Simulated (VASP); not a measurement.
Set up this calculation in VASP 6.6.1, as the native input.

| Quantity | Value |
| --- | --- |
| Task | single point |
| Functional | PBE |
| Potentials or basis | VASP PAW PBE potentials, release 64 (W_sv) |
| Cutoff | 520 eV |
| k mesh | 11 × 11 × 11 |
| Occupations | fermi-dirac, width 0.08 eV |
| Spin | no spin polarisation |
| Dipole correction | no |
| Further INCAR settings | ALGO = Normal; EDIFF = 1e-07; NBANDS = 21 |

The structure of W lies in POSCAR:

```
W
1.0
    3.1834185694      0.0000000000      0.0000000000
    0.0000000000      3.1834185694      0.0000000000
    0.0000000000      0.0000000000      3.1834185694
W
2
Direct
    0.0000000000      0.0000000000      0.0000000000
    0.5000000000      0.5000000000      0.5000000000
```

The input as run:

INCAR

```
SYSTEM = W
ALGO = Normal
EDIFF = 1E-7
ENCUT = 520
GGA = PE
ISIF = 2
ISMEAR = -1
LASPH = .True.
LCHARG = .True.
LELF = .True.
LREAL = .False.
LVHAR = .True.
LWAVE = .False.
NBANDS = 21
NELM = 60
PREC = Accurate
SIGMA = 0.08
```

KPOINTS

```
k-points
0
Gamma
  11 11 11
  0 0 0
```

Potentials or basis: VASP PAW PBE potentials, release 64 (W_sv).

The run is started by

```sh
$ cat potpaw_PBE.64/W_sv/POTCAR > POTCAR
$ mpirun -np 1 vasp_std > vasp.out
```

It gave:

The pressure is 0.4 GPa and the band gap on the k mesh is zero (band 14 reaches 11.50 eV, above the bottom of band 15 at 10.87 eV).

Caveat: spin-orbit coupling is left out, which moves the levels of the heavy elements.

It took 36 s on 1 thread of AMD EPYC 7R43 64-Core Processor (Zen 3) (shared host), peak memory 0.12 GiB.
